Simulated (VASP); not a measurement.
Runs of VASP 6.6.1 on K. The structure is that of space group I4/mmm (No. 139), or close to it. The cells are those of the table. 

```csv
cell,further INCAR settings,gap on the mesh (eV),pressure (GPa)
"a = 4.311 Å, angles 111.6, 111.6, 105.2°, 1 atom",ALGO = Fast; EDIFF = 1e-07; NBANDS = 10,none,0.9
"a = 4.385 Å, angles 110.9, 110.9, 106.7°, 1 atom",ALGO = Fast; EDIFF = 1e-06; NBANDS = 10,none,(b)
"a = 4.803 Å, angles 107.3, 107.3, 113.9°, 1 atom",ALGO = Fast; EDIFF = 1e-06; NBANDS = 10,none,-0.4
"a = 4.764 Å, angles 107.6, 107.6, 113.3°, 1 atom",ALGO = Fast; EDIFF = 1e-06; NBANDS = 10,none,(a)
"a = 4.687 Å, angles 108.2, 108.2, 112.1°, 1 atom",ALGO = Fast; EDIFF = 1e-06; NBANDS = 10,none,-0.2
```

Alike in all rows: task single point; level PBE; potentials or basis VASP PAW PBE potentials, release 64 (K_sv); no spin polarisation; k mesh 14 × 14 × 14; cutoff (eV) 520; smearing gaussian 0.15 eV.

Estimate the missing entries.

(a) -0.3; (b) 0.6.

A gap of «none» marks levels without a gap at the run's occupations.
